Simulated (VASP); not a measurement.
# BaTiO3 (Barioperovskite) (Amm2) in VASP: single point with r2SCAN

Aim: the single point of BaTiO3 (Barioperovskite) with r2SCAN.

All numbers are computed with VASP 6.6.1; they aren't measurements. Logs are shortened: lines on timing, memory, paths and dates and some standing lists are left out, and cuts for length are marked.

## Step 1: The cell of the first run

Symmetry: Amm2, No. 38, orthorhombic system. The conventional cell has a = 3.963 Å, b = 5.715 Å, c = 5.748 Å, α = 90.00°, β = 90.00°, γ = 90.00°. Ba (site symmetry mm2) has 12 O at 2.77 to 2.98 Å and 8 Ti at 3.42 to 3.57 Å within 3.7 Å. Within 2.5 Å of Ti (site symmetry mm2) lie 6 O at 1.85 to 2.21 Å. O (site symmetry mm2) has 2 Ti at 1.99 Å within 2.6 Å. Within 2.5 Å of O (site symmetry m) lie 2 Ti at 1.85 to 2.21 Å.

## Step 2: Single point, r2SCAN

Contents of POSCAR:

```
BaTiO3
1.0
    3.9634143980      0.0000000000      0.0000000000
    0.0000000000      2.8577462615      2.8742108424
    0.0000000000     -2.8577462615      2.8742108424
Ba Ti O
1 1 3
Direct
    0.0000000000      0.0084123005      0.0084123005
    0.5000000000      0.5239607265      0.5239607265
    0.0000000000      0.4903884208      0.4903884208
    0.5000000000      0.4939726399      0.9801459124
    0.5000000000      0.9801459124      0.4939726399
```

Contents of INCAR.step1:

```
PREC = Accurate ; ENCUT = 520
ISMEAR = 0 ; SIGMA = 0.01
LREAL = F ; LASPH = T
NELM = 80 ; NBANDS = 28
GGA = PE ; ALGO = Normal
EDIFF = 1E-4 ; LWAVE = T
LCHARG = F
```

Contents of INCAR.step2:

```
PREC = Accurate ; ENCUT = 520
EDIFF = 1E-6 ; ISMEAR = 0
SIGMA = 0.01 ; LREAL = F
LASPH = T ; NELM = 80
ALGO = Normal ; ISIF = 2
LWAVE = F ; LCHARG = F
METAGGA = R2SCAN ; LMIXTAU = T
NBANDS = 28 ; ISTART = 1
```

Contents of KPOINTS:

```
regular mesh
0
Gamma
  4 4 4
```

Potentials or basis: VASP PAW PBE potentials, release 64 (Ba_sv, Ti_sv, O).

On the command line:

```bash
> cat potpaw_PBE.64/Ba_sv/POTCAR potpaw_PBE.64/Ti_sv/POTCAR potpaw_PBE.64/O/POTCAR > POTCAR
> cp INCAR.step1 INCAR
> mpirun -np 1 vasp_std > vasp.out
> cp INCAR.step2 INCAR
> mpirun -np 1 vasp_std > vasp.out
```

OUTCAR:

```text
PREC = Accurate
   ENCUT = 520
   EDIFF = 1E-6
   ISMEAR = 0
   LREAL = F
   LASPH = T
   NELM = 80
   ISIF = 2
   METAGGA = R2SCAN
   ISTART = 1

 ion  position               nearest neighbor table
   1  0.000  0.008  0.008-   3 2.77   4 2.79   5 2.79   4 2.79   5 2.79   3 2.86   3 2.86   5 2.88
                             4 2.88   5 2.88   4 2.88   3 2.98   2 3.42   2 3.42   2 3.48   2 3.48
   2  0.500  0.524  0.524-   4 1.85   5 1.85   3 1.99   3 1.99   5 2.21   4 2.21   1 3.42   1 3.42
                             1 3.48   1 3.48   1 3.48   1 3.48   1 3.57   1 3.57
   3  0.000  0.490  0.490-   2 1.99   2 1.99   1 2.77   1 2.86   1 2.86   1 2.98
   4  0.500  0.494  0.980-   2 1.85   2 2.21   1 2.79   1 2.79   1 2.88   1 2.88
   5  0.500  0.980  0.494-   2 1.85   2 2.21   1 2.79   1 2.79   1 2.88   1 2.88

  LATTYP: Found a base centered orthorhombic cell.
 ALAT       =     5.7154925230
 B/A-ratio  =     1.0057613866
 C/A-ratio  =     0.6934510687

  Lattice vectors:

 A1 = (   0.0000000000,   2.8577462615,  -2.8742108424)
 A2 = (   0.0000000000,   2.8577462615,   2.8742108424)
 A3 = (   3.9634143980,   0.0000000000,   0.0000000000)

Analysis of symmetry for initial positions (statically):
=====================================================================
 Subroutine PRICEL returns:
 Original cell was already a primitive cell.

 Routine SETGRP: Setting up the symmetry group for a
 base centered orthorhombic supercell.

 Subroutine GETGRP returns: Found  4 space group operations
 (whereof  4 operations were pure point group operations)
 out of a pool of  8 trial point group operations.

The static configuration has the point symmetry C_2v.

Analysis of symmetry for dynamics (positions and initial velocities):
=====================================================================
 Subroutine PRICEL returns:
 Original cell was already a primitive cell.

 Routine SETGRP: Setting up the symmetry group for a
 base centered orthorhombic supercell.

 Subroutine GETGRP returns: Found  4 space group operations
 (whereof  4 operations were pure point group operations)
 out of a pool of  8 trial point group operations.

The dynamic configuration has the point symmetry C_2v.

 Subroutine INISYM returns: Found  4 space group operations
 (whereof  4 operations are pure point group operations),
 and found     1 'primitive' translations

----------------------------------------------------------------------------------------

                                     Primitive cell

  volume of cell :      65.1091

  direct lattice vectors                    reciprocal lattice vectors
     3.963414398  0.000000000  0.000000000     0.252307707  0.000000000  0.000000000
     0.000000000  2.857746261  2.874210842     0.000000000  0.174963049  0.173960794
     0.000000000 -2.857746261  2.874210842     0.000000000 -0.174963049  0.173960794

  length of vectors
     3.963414398  4.053122458  4.053122458     0.252307707  0.246727433  0.246727433

  position of ions in fractional coordinates (direct lattice)
     0.000000000  0.008412300  0.008412300
     0.500000000  0.523960727  0.523960727
     0.000000000  0.490388421  0.490388421
     0.500000000  0.493972640  0.980145912
     0.500000000  0.980145912  0.493972640

  ion indices of the primitive-cell ions
   primitive index   ion index
                 1           1
                 2           2
                 3           3
                 4           4
                 5           5

----------------------------------------------------------------------------------------

 KPOINTS: regular mesh

Automatic generation of k-mesh.
 Grid dimensions read from file:
 generate k-points for:    4    4    4

 Generating k-lattice:

  Cartesian coordinates                     Fractional coordinates (reciprocal lattice)
     0.063076927  0.000000000  0.000000000     0.250000000  0.000000000  0.000000000
     0.000000000  0.043740762  0.043490198     0.000000000  0.250000000 -0.000000000
     0.000000000 -0.043740762  0.043490198     0.000000000 -0.000000000  0.250000000

  Length of vectors
     0.063076927  0.061681858  0.061681858

  Shift w.r.t. Gamma in fractional coordinates (k-lattice)
     0.000000000  0.000000000  0.000000000

 Subroutine IBZKPT returns following result:
 ===========================================

 Found     21 irreducible k-points:

 Following reciprocal coordinates:
            Coordinates               Weight
  0.000000  0.000000  0.000000      1.000000
  0.250000  0.000000  0.000000      2.000000
  0.500000  0.000000  0.000000      1.000000
  0.000000  0.250000  0.000000      4.000000
  0.250000  0.250000  0.000000      8.000000
  0.500000  0.250000  0.000000      4.000000
[... 13 lines left out ...]
  0.250000  0.500000  0.500000      2.000000
  0.500000  0.500000  0.500000      1.000000
   k-points           NKPTS =     21   k-points in BZ     NKDIM =     21   number of bands    NBANDS=     28
   number of dos      NEDOS =    301   number of ions     NIONS =      5
   total plane-waves  NPLWV =  27000
   dimension x,y,z NGX =    30 NGY =   30 NGZ =   30
   dimension x,y,z NGXF=    60 NGYF=   60 NGZF=   60
   ions per type =               1   1   3
   NGX,Y,Z   is equivalent  to a cutoff of  12.58, 12.31, 12.31 a.u.
   NGXF,Y,Z  is equivalent  to a cutoff of  25.17, 24.61, 24.61 a.u.
 SYSTEM =  unknown system
   PREC   = accura    normal or accurate (medium, high low for compatibility)
   ISTART =      1    job   : 0-new  1-cont  2-samecut
   ICHARG =      0    charge: 1-file 2-atom 10-const
   ISPIN  =      1    spin polarized calculation?
   LNONCOLLINEAR =      F non collinear calculations
   LSORBIT =      F    spin-orbit coupling
   LASPH  =      T    aspherical Exc in radial PAW
   ENCUT  =  520.0 eV  38.22 Ry    6.18 a.u.   7.37  7.54  7.54*2*pi/ulx,y,z
   NELM   =     80;   NELMIN=  2; NELMDL=  0     # of ELM steps
   EDIFF  = 0.1E-05   stopping-criterion for ELM
   LREAL  =      F    real-space projection
   EDIFFG = 0.1E-04   stopping-criterion for IOM
   NSW    =      0    number of steps for IOM
   IBRION =     -1    ionic relax: 0-MD 1-quasi-New 2-CG
   NFREE  =      0    steps in history (QN), initial steepest desc. (CG)
   ISIF   =      2    stress and relaxation
   ISYM   =      2    0-nonsym 1-usesym 2-fastsym
   POTIM  = 0.5000    time-step for ionic-motion
   TEBEG  =    0.0;   TEEND  =   0.0 temperature during run
   PSTRESS=    0.0 pullay stress
   NELECT =      40.0000    total number of electrons
   NUPDOWN=      -1.0000    fix difference up-down
   EMIN   =  10.00;   EMAX   =-10.00  energy-range for DOS
   EFERMI =   0.00;   METHOD = LEGACY
   ISMEAR =     0;   SIGMA  =   0.01  broadening in eV -4-tet -1-fermi 0-gaus
   EFERMI_NEDOS =   21; number of points for ismear=-14 and -15
   IALGO  =     38    algorithm
   IMIX   =      4    mixing-type and parameters
     AMIX     =   0.40;   BMIX     =  1.00
     AMIX_MAG =   1.60;   BMIX_MAG =  1.00
  volume/ion in A,a.u.               =      13.02        87.88
  Fermi-wavevector in a.u.,A,eV,Ry     =   1.391706  2.629943 26.352393  1.936846
  Thomas-Fermi vector in A             =   2.515519
   LORBIT       =      0    0 simple, 1 ext, 2 COOP (PROOUT), +10 PAW based schemes
   METAGGA = R2SCAN    functional components
   LHFCALC =     F    Hartree Fock is set to
   AEXX    =    0.0000 exact exchange contribution
   IVDW    =     0    specifies the selected vdW correction
   LEPSILON=     F    determine dielectric tensor
   LRPA    =     F    only Hartree local field effects (RPA)
 non-spin polarized calculation
 Gauss-broadening in eV      SIGMA  =   0.01
  energy-cutoff  :      520.00
  volume of cell :       65.11
 maximum number of plane-waves:      1773
 NGX is ok and might be reduce to    30
   NGX = 15   NGY = 15   NGZ = 15

 number of electron      39.9999992 magnetization

 Free energy of the ion-electron system (eV)
  ---------------------------------------------------
  ext. energy  EPLUGINS =         0.00000000
  ---------------------------------------------------
  free energy    TOTEN  =       -74.26397244 eV

  energy without entropy =      -74.26397244  energy(sigma->0) =      -74.26397244

 E-fermi :   3.4984     XC(G=0): -11.8105

 val. band max:        3.4083954571   @ k =   0.5000   0.5000   0.5000
 cond. band min:       6.0501049591   @ k =   0.0000   0.0000   0.0000
 fundamental gap:      2.6417095020
 Fermi energy:         3.4983641542

 k-point     1 :       0.0000    0.0000    0.0000
  band No.  band energies     occupation
      1     -55.1801      2.00000
      2     -30.4047      2.00000
      3     -30.4011      2.00000
      4     -30.3333      2.00000
      5     -22.1490      2.00000
      6     -14.4104      2.00000
[... 20 lines left out ...]
     27       9.1013      0.00000
     28      11.4607      0.00000

 k-point     2 :       0.2500    0.0000    0.0000
  band No.  band energies     occupation
      1     -55.1795      2.00000
      2     -30.4036      2.00000
      3     -30.3999      2.00000
      4     -30.3658      2.00000
      5     -22.0843      2.00000
      6     -14.4746      2.00000
[... 20 lines left out ...]
     27      10.1111      0.00000
     28      12.3302      0.00000

 k-point     3 :       0.5000    0.0000    0.0000
  band No.  band energies     occupation
      1     -55.1788      2.00000
      2     -30.4024      2.00000
      3     -30.3986      2.00000
      4     -30.3982      2.00000
      5     -22.0176      2.00000
      6     -14.6221      2.00000
[... 20 lines left out ...]
     27      11.6213      0.00000
     28      12.2018      0.00000

 k-point     4 :       0.0000    0.2500    0.0000
  band No.  band energies     occupation
      1     -55.1797      2.00000
      2     -30.4284      2.00000
      3     -30.4019      2.00000
      4     -30.3324      2.00000
      5     -22.0935      2.00000
      6     -14.4723      2.00000
[... 485 lines left out ...]
     27      11.8902      0.00000
     28      13.8399      0.00000

 k-point    20 :       0.2500    0.5000    0.5000
  band No.  band energies     occupation
      1     -55.1776      2.00000
      2     -30.4508      2.00000
      3     -30.4468      2.00000
      4     -30.3616      2.00000
      5     -21.9283      2.00000
      6     -13.7854      2.00000
[... 20 lines left out ...]
     27      12.1596      0.00000
     28      12.4080      0.00000

 k-point    21 :       0.5000    0.5000    0.5000
  band No.  band energies     occupation
      1     -55.1770      2.00000
      2     -30.4494      2.00000
      3     -30.4453      2.00000
      4     -30.3930      2.00000
      5     -21.8908      2.00000
      6     -13.6316      2.00000
[... 20 lines left out ...]
     27      11.7863      0.00000
     28      11.8817      0.00000

------------------------ aborting loop because EDIFF is reached ----------------------------------------

  FORCE on cell =-STRESS in cart. coord.  units (eV):
  Direction    XX          YY          ZZ          XY          YZ          ZX
  --------------------------------------------------------------------------------------
  -------------------------------------------------------------------------------------
  Total        0.7365473      0.8365993      0.7739001      0.0000000      0.0000000      0.0000000
  in kB       18.1246434     20.5866798     19.0438058      0.0000000      0.0000000      0.0000000
  external PRESSURE =      19.2517096 kB  Pullay stress =       0.0000000 kB

 VOLUME and BASIS-vectors are now :
 -----------------------------------------------------------------------------
  energy-cutoff  :      520.00
  volume of cell :       65.11
      direct lattice vectors                 reciprocal lattice vectors
     3.963414398  0.000000000  0.000000000     0.252307707  0.000000000  0.000000000
     0.000000000  2.857746261  2.874210842     0.000000000  0.174963049  0.173960794
     0.000000000 -2.857746261  2.874210842     0.000000000 -0.174963049  0.173960794

 POSITION                                       TOTAL-FORCE (eV/Angst)
 -----------------------------------------------------------------------------------
      0.00000      0.00000      0.04836         0.000000      0.000000     -0.029688
      1.98171      0.00000      3.01195         0.000000      0.000000     -0.124884
      0.00000      0.00000      2.81896         0.000000      0.000000     -0.000155
      1.98171     -1.38936      4.23693         0.000000     -0.082198      0.077363
      1.98171      1.38936      4.23693         0.000000      0.082198      0.077363
 -----------------------------------------------------------------------------------
    total drift:                                0.000000      0.000001      0.002073

  FREE ENERGIE OF THE ION-ELECTRON SYSTEM (eV)
  ---------------------------------------------------
  free  energy   TOTEN  =       -74.2639724401 eV

  energy  without entropy=      -74.2639724401  energy(sigma->0) =      -74.26397244
```

Wall time 2.2 min (1 thread of Intel Xeon 6975P-C, shared host); peak memory 0.2 GiB.

Results:

```
Free energy            : -74.2640 eV
Pressure               : 1.9 GPa
Largest force          : 0.125 eV/Å
Band gap on the k mesh : 2.64 eV, indirect (least direct gap 3.12 eV)
```

Forces in eV/Å, atoms in the order of the input:
```
Ba   0.000  0.000 -0.030
Ti   0.000  0.000 -0.125
O    0.000  0.000  0.000
O    0.000 -0.082  0.077
O    0.000  0.082  0.077
```

Stress tensor (GPa, compression positive):
```
1.81 0.00 0.00
0.00 2.06 0.00
0.00 0.00 1.90
```

Caveat: the PAW data sets were made with another functional, which shifts forces and pressure a little; spin-orbit coupling is left out, which moves the levels of the heavy elements.
